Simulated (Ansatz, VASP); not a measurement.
# Two plane-wave programs on Ge

```xyz
1
Lattice="-1.4589 1.4589 2.2909 1.4589 -1.4589 2.2909 1.4589 1.4589 -2.2909" Properties=species:S:1:pos:R:3 pbc="T T T"
Ge    0.0000    0.0000    0.0000
```

Alike in both runs: functional PBE; k mesh 26 × 26 × 26; occupations gaussian, width 0.1 eV; no spin polarisation.

Ansatz relaxed the structure, and its values are those at the end. VASP's run is a single point on that final structure, the one shown.

```csv
,VASP,Ansatz
version,VASP 6.6.1,Ansatz 0.2.0
potentials or method,"VASP PAW PBE potentials, release 64 (Ge_d), cutoff 520 eV","scalar-relativistic, plane waves, PAW"
valence electrons in the cell,14,14
```

```tsv
	VASP	Ansatz	Ansatz less VASP
gap on the k mesh at the Fermi level (eV)	none	none	-
pressure (GPa)	-0.1	0.0	+0.09
```

A gap of «none» marks a metal or a gap that the smearing closes.
